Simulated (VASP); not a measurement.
Runs of VASP 6.6.1 on Zn3Se2S. The structure is that of space group P3m1 (No. 156), or close to it. The cells are those of the table. 

```tsv
cell	gap on the mesh (eV)	pressure (GPa)	largest force (eV/Å)
a = 3.986, b = 3.986, c = 9.766 Å, angles 90.0, 90.0, 120.0°, 6 atoms	1.26	0.2	0.01
a = 3.945, b = 3.945, c = 9.671 Å, angles 90.0, 90.0, 120.0°, 6 atoms	1.37	(a)	0.01
a = 4.064, b = 4.064, c = 9.959 Å, angles 90.0, 90.0, 120.0°, 6 atoms	1.04	-2.9	0.01
a = 4.025, b = 4.025, c = 9.865 Å, angles 90.0, 90.0, 120.0°, 6 atoms	1.15	(b)	0.01
a = 3.861, b = 3.861, c = 9.472 Å, angles 90.0, 90.0, 120.0°, 6 atoms	(c)	7.3	0.01
a = 3.903, b = 3.903, c = 9.573 Å, angles 90.0, 90.0, 120.0°, 6 atoms	1.49	(d)	0.01
a = 3.818, b = 3.818, c = 9.368 Å, angles 90.0, 90.0, 120.0°, 6 atoms	1.74	10.6	0.01
```

Alike in all rows: task single point; level PBE; potentials or basis VASP PAW PBE potentials, release 64 (Zn, Se, S); no spin polarisation; k mesh 12 × 12 × 4; cutoff (eV) 520; smearing gaussian 0.02 eV.

Estimate the missing entries.

(a) 2.2; (b) -1.5; (c) 1.61; (d) 4.5.

A k mesh can miss the band edges, and the runs leave out spin-orbit coupling on Se.
